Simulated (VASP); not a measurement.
# P (P4/mmm) in VASP: a series of runs, part 2 of 2

VASP 6.6.1.

### Step 4. Single point, PBEsol (strain -0.050 along x and y, +0.050 along z)

INCAR

```
  ALGO = Normal
  EDIFF = 1E-7
  ENCUT = 520
  GGA = PS
  ISIF = 2
  ISMEAR = 0
  LASPH = T
  LCHARG = F
  LREAL = F
  LWAVE = F
  NBANDS = 8
  NELM = 60
  PREC = Accurate
  SIGMA = 0.15
```

KPOINTS

```
k-points
0
Gamma
  12 12 12
```

POSCAR

```
P
1.0
    4.0592596145      0.0000000000      0.0000000000
    0.0000000000      4.0592596145      0.0000000000
    0.0000000000      0.0000000000      4.5969000000
P
1
Direct
    0.0000000000      0.0000000000      0.0000000000
```

Potentials or basis: VASP PAW PBE potentials, release 64 (P).

Launch:

```sh
> cat potpaw_PBE.64/P/POTCAR > POTCAR
> mpirun -np 1 vasp_std > vasp.out
```

OUTCAR:

```text
EDIFF = 1E-7
   ENCUT = 520
   GGA = PS
   ISIF = 2
   ISMEAR = 0
   LASPH = T
   LREAL = F
   NELM = 60
   PREC = Accurate

 ion  position               nearest neighbor table
   1  0.000  0.000  0.000-

  LATTYP: Found a simple tetragonal cell.
 ALAT       =     4.0592596145
 C/A-ratio  =     1.1324478936

  Lattice vectors:

 A1 = (   4.0592596145,   0.0000000000,   0.0000000000)
 A2 = (   0.0000000000,   4.0592596145,   0.0000000000)
 A3 = (   0.0000000000,   0.0000000000,   4.5969000000)

Analysis of symmetry for initial positions (statically):
=====================================================================
 Subroutine PRICEL returns:
 Original cell was already a primitive cell.

 Routine SETGRP: Setting up the symmetry group for a
 simple tetragonal supercell.

 Subroutine GETGRP returns: Found 16 space group operations
 (whereof 16 operations were pure point group operations)
 out of a pool of 16 trial point group operations.

The static configuration has the point symmetry D_4h.

Analysis of symmetry for dynamics (positions and initial velocities):
=====================================================================
 Subroutine PRICEL returns:
 Original cell was already a primitive cell.

 Routine SETGRP: Setting up the symmetry group for a
 simple tetragonal supercell.

 Subroutine GETGRP returns: Found 16 space group operations
 (whereof 16 operations were pure point group operations)
 out of a pool of 16 trial point group operations.

The dynamic configuration has the point symmetry D_4h.

 Subroutine INISYM returns: Found 16 space group operations
 (whereof 16 operations are pure point group operations),
 and found     1 'primitive' translations

----------------------------------------------------------------------------------------

                                     Primitive cell

  volume of cell :      75.7458

  direct lattice vectors                    reciprocal lattice vectors
     4.059259615  0.000000000  0.000000000     0.246350343  0.000000000  0.000000000
     0.000000000  4.059259615  0.000000000     0.000000000  0.246350343  0.000000000
     0.000000000  0.000000000  4.596900000     0.000000000  0.000000000  0.217537906

  length of vectors
     4.059259615  4.059259615  4.596900000     0.246350343  0.246350343  0.217537906

  position of ions in fractional coordinates (direct lattice)
     0.000000000  0.000000000  0.000000000

  ion indices of the primitive-cell ions
   primitive index   ion index
                 1           1

----------------------------------------------------------------------------------------

 KPOINTS: k-points

Automatic generation of k-mesh.
 Grid dimensions read from file:
 generate k-points for:   12   12   12

 Generating k-lattice:

  Cartesian coordinates                     Fractional coordinates (reciprocal lattice)
     0.020529195  0.000000000  0.000000000     0.083333333  0.000000000  0.000000000
     0.000000000  0.020529195  0.000000000     0.000000000  0.083333333  0.000000000
     0.000000000  0.000000000  0.018128159     0.000000000  0.000000000  0.083333333

  Length of vectors
     0.020529195  0.020529195  0.018128159

  Shift w.r.t. Gamma in fractional coordinates (k-lattice)
     0.000000000  0.000000000  0.000000000

 Subroutine IBZKPT returns following result:
 ===========================================

 Found    196 irreducible k-points:

 Following reciprocal coordinates:
            Coordinates               Weight
  0.000000  0.000000  0.000000      1.000000
  0.083333  0.000000  0.000000      4.000000
  0.166667  0.000000  0.000000      4.000000
  0.250000  0.000000  0.000000      4.000000
  0.333333  0.000000  0.000000      4.000000
  0.416667  0.000000  0.000000      4.000000
[... 16 lines left out ...]
  0.333333  0.333333  0.000000      4.000000
  0.416667  0.333333  0.000000      8.000000
 [... further k-points ...]
   k-points           NKPTS =    196   k-points in BZ     NKDIM =    196   number of bands    NBANDS=      8
   number of dos      NEDOS =    301   number of ions     NIONS =      1
   total plane-waves  NPLWV =  32400
   dimension x,y,z NGX =    30 NGY =   30 NGZ =   36
   dimension x,y,z NGXF=    60 NGYF=   60 NGZF=   72
   ions per type =               1
   NGX,Y,Z   is equivalent  to a cutoff of  12.29, 12.29, 13.02 a.u.
   NGXF,Y,Z  is equivalent  to a cutoff of  24.57, 24.57, 26.04 a.u.
 SYSTEM =  unknown system
   PREC   = accura    normal or accurate (medium, high low for compatibility)
   ISTART =      0    job   : 0-new  1-cont  2-samecut
   ICHARG =      2    charge: 1-file 2-atom 10-const
   ISPIN  =      1    spin polarized calculation?
   LNONCOLLINEAR =      F non collinear calculations
   LSORBIT =      F    spin-orbit coupling
   LASPH  =      T    aspherical Exc in radial PAW
   ENCUT  =  520.0 eV  38.22 Ry    6.18 a.u.   7.55  7.55  8.55*2*pi/ulx,y,z
   NELM   =     60;   NELMIN=  2; NELMDL= -5     # of ELM steps
   EDIFF  = 0.1E-06   stopping-criterion for ELM
   LREAL  =      F    real-space projection
   EDIFFG = 0.1E-05   stopping-criterion for IOM
   NSW    =      0    number of steps for IOM
   IBRION =     -1    ionic relax: 0-MD 1-quasi-New 2-CG
   NFREE  =      0    steps in history (QN), initial steepest desc. (CG)
   ISIF   =      2    stress and relaxation
   ISYM   =      2    0-nonsym 1-usesym 2-fastsym
   POTIM  = 0.5000    time-step for ionic-motion
   TEBEG  =    0.0;   TEEND  =   0.0 temperature during run
   PSTRESS=    0.0 pullay stress
   NELECT =       5.0000    total number of electrons
   NUPDOWN=      -1.0000    fix difference up-down
   EMIN   =  10.00;   EMAX   =-10.00  energy-range for DOS
   EFERMI =   0.00;   METHOD = LEGACY
   ISMEAR =     0;   SIGMA  =   0.15  broadening in eV -4-tet -1-fermi 0-gaus
   EFERMI_NEDOS =   21; number of points for ismear=-14 and -15
   IALGO  =     38    algorithm
   IMIX   =      4    mixing-type and parameters
     AMIX     =   0.40;   BMIX     =  1.00
     AMIX_MAG =   1.60;   BMIX_MAG =  1.00
  volume/ion in A,a.u.               =      75.75       511.16
  Fermi-wavevector in a.u.,A,eV,Ry     =   0.661625  1.250290  5.955919  0.437748
  Thomas-Fermi vector in A             =   1.734442
   LORBIT       =      0    0 simple, 1 ext, 2 COOP (PROOUT), +10 PAW based schemes
   GGA     = PS    functional components
   LHFCALC =     F    Hartree Fock is set to
   AEXX    =    0.0000 exact exchange contribution
   IVDW    =     0    specifies the selected vdW correction
   LEPSILON=     F    determine dielectric tensor
   LRPA    =     F    only Hartree local field effects (RPA)
 non-spin polarized calculation
 Gauss-broadening in eV      SIGMA  =   0.15
  energy-cutoff  :      520.00
  volume of cell :       75.75
 maximum number of plane-waves:      2061
   NGX = 15   NGY = 15   NGZ = 17

 number of electron       4.9999999 magnetization

 Free energy of the ion-electron system (eV)
  ---------------------------------------------------
  ext. energy  EPLUGINS =         0.00000000
  ---------------------------------------------------
  free energy    TOTEN  =        -1.33955189 eV

  energy without entropy =       -1.30120718  energy(sigma->0) =       -1.32037954

 E-fermi :  -2.9287     XC(G=0):  -5.2039

 val. band max:       -2.9323908992   @ k =   0.2500   0.2500   0.5000
 cond. band min:      -2.9278240082   @ k =   0.4167   0.0833   0.2500
 fundamental gap:      0.0045668910
 Fermi energy:        -2.9286545831

 k-point     1 :       0.0000    0.0000    0.0000
  band No.  band energies     occupation
      1     -11.7258      2.00000
      2      -2.7239      0.05355
      3      -2.1511      0.00000
      4      -2.1511      0.00000
      5       1.7450      0.00000
      6       4.4090      0.00000
      7       4.7816      0.00000
      8       9.1691      0.00000

 k-point     2 :       0.0833    0.0000    0.0000
  band No.  band energies     occupation
      1     -11.7097      2.00000
      2      -2.7088      0.03823
      3      -2.3151      0.00000
      4      -2.1387      0.00000
      5       1.8704      0.00000
      6       4.4918      0.00000
      7       4.9122      0.00000
      8       8.4168      0.00000
[... 221 lines left out ...]
 k-point    23 :       0.3333    0.3333    0.0000
  band No.  band energies     occupation
      1     -11.3562      2.00000
      2      -3.3565      1.99995
      3      -3.2618      1.99832
      4      -2.3868      0.00000
      5       3.5810      0.00000
      6       4.6422      0.00000
      7       6.8050      0.00000
      8       6.9616      0.00000

 k-point    24 :       0.4167    0.3333    0.0000
  band No.  band energies     occupation
      1     -11.3092      2.00000
      2      -3.5661      2.00000
      3      -3.2349      1.99612
      4      -2.3453      0.00000
      5       3.4447      0.00000
      6       4.7846      0.00000
      7       6.6456      0.00000
      8       6.9795      0.00000

 [... further k-points ...]
[... 5 lines left out ...]
  --------------------------------------------------------------------------------------
  -------------------------------------------------------------------------------------
  Total       -2.4427573     -2.4427573     -1.3158468      0.0000000      0.0000000      0.0000000
  in kB      -51.6692544    -51.6692544    -27.8328182      0.0000000      0.0000000      0.0000000
  external PRESSURE =     -43.7237757 kB  Pullay stress =       0.0000000 kB

 VOLUME and BASIS-vectors are now :
 -----------------------------------------------------------------------------
  energy-cutoff  :      520.00
  volume of cell :       75.75
      direct lattice vectors                 reciprocal lattice vectors
     4.059259615  0.000000000  0.000000000     0.246350343  0.000000000  0.000000000
     0.000000000  4.059259615  0.000000000     0.000000000  0.246350343  0.000000000
     0.000000000  0.000000000  4.596900000     0.000000000  0.000000000  0.217537906

 POSITION                                       TOTAL-FORCE (eV/Angst)
 -----------------------------------------------------------------------------------
      0.00000      0.00000      0.00000         0.000000      0.000000      0.000000
 -----------------------------------------------------------------------------------
    total drift:                               -0.000000     -0.000000      0.000000

  FREE ENERGIE OF THE ION-ELECTRON SYSTEM (eV)
  ---------------------------------------------------
  free  energy   TOTEN  =        -1.3395518894 eV

  energy  without entropy=       -1.3012071808  energy(sigma->0) =       -1.32037954
```

Wall time 90 s (1 thread of AMD EPYC 7R43 (Zen 3), shared host); peak memory 0.21 GiB.

What came out:

| Property | Result |
| --- | --- |
| Free energy | -1.3396 eV |
| Pressure | -4.4 GPa |

Stress tensor (GPa, compression positive):
```
-5.17  0.00  0.00
 0.00 -5.17  0.00
 0.00  0.00 -2.78
```

Caveat: the cell differs from its parent crystal (strain -0.050 along x and y, +0.050 along z); the PAW data sets were made with another functional, which shifts forces and pressure a little.

### Step 5. The runs side by side

```tsv
cell	gap on the mesh (eV)	pressure (GPa)
a = 4.059, b = 4.059, c = 4.378 Å, 1 atom	none	-4.8
a = 4.059, b = 4.059, c = 4.487 Å, 1 atom	none	-4.6
a = 4.059, b = 4.059, c = 4.597 Å, 1 atom	none	-4.4
```

Alike in all rows: task single point; level PBEsol; potentials or basis VASP PAW PBE potentials, release 64 (P); no spin polarisation; k mesh 12 × 12 × 12; cutoff (eV) 520; smearing gaussian 0.15 eV.

Caveats: the PAW data sets were made with another functional, which shifts forces and pressure a little.

Absolute energies hang on the potentials; compare differences alone.
